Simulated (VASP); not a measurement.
B5H9:

```
B H
1.0
    -3.62297    3.62297    2.65504
     3.62297   -3.62297    2.65504
     3.62297    3.62297   -2.65504
B H
5 9
Direct
  0.23037 0.23037 0.00000
  0.19335 0.01893 0.17442
  0.84452 0.01893 0.82558
  0.01893 0.19335 0.17442
  0.01893 0.84452 0.82558
  0.45312 0.45312 0.00000
  0.38119 0.04467 0.33653
  0.70814 0.04467 0.66347
  0.04467 0.38119 0.33653
  0.04467 0.70814 0.66347
  0.98120 0.71835 0.00000
  0.71835 0.98120 0.00000
  0.71835 0.71835 0.73715
  0.98120 0.98120 0.26285
```

Base run:

| Property | Result |
| --- | --- |
| Program | VASP 6.6.1 |
| Functional | PBEsol |
| Potentials or basis | VASP PAW PBE potentials, release 64 (B, H) |
| Cutoff | 520 eV |
| k mesh | 7 × 7 × 7 |
| Occupations | fermi-dirac, width 0.05 eV |
| Spin | no spin polarisation |

Its results: band gap on the k mesh 5.65 eV (least direct gap 5.84 eV); pressure 0.8 GPa; largest force 0.431 eV/Å.

**Question.** The run is repeated on the same cell with these changes: functional from PBEsol to r2SCAN. What comes out?

**Answer.** Band gap on the k mesh 6.13 eV (least direct gap 6.32 eV); pressure -0.1 GPa; largest force 0.011 eV/Å.

Caveats: the PAW data sets were made with another functional, which shifts forces and pressure a little; an odd mesh through Γ misses points on the zone boundary, where band edges can lie.
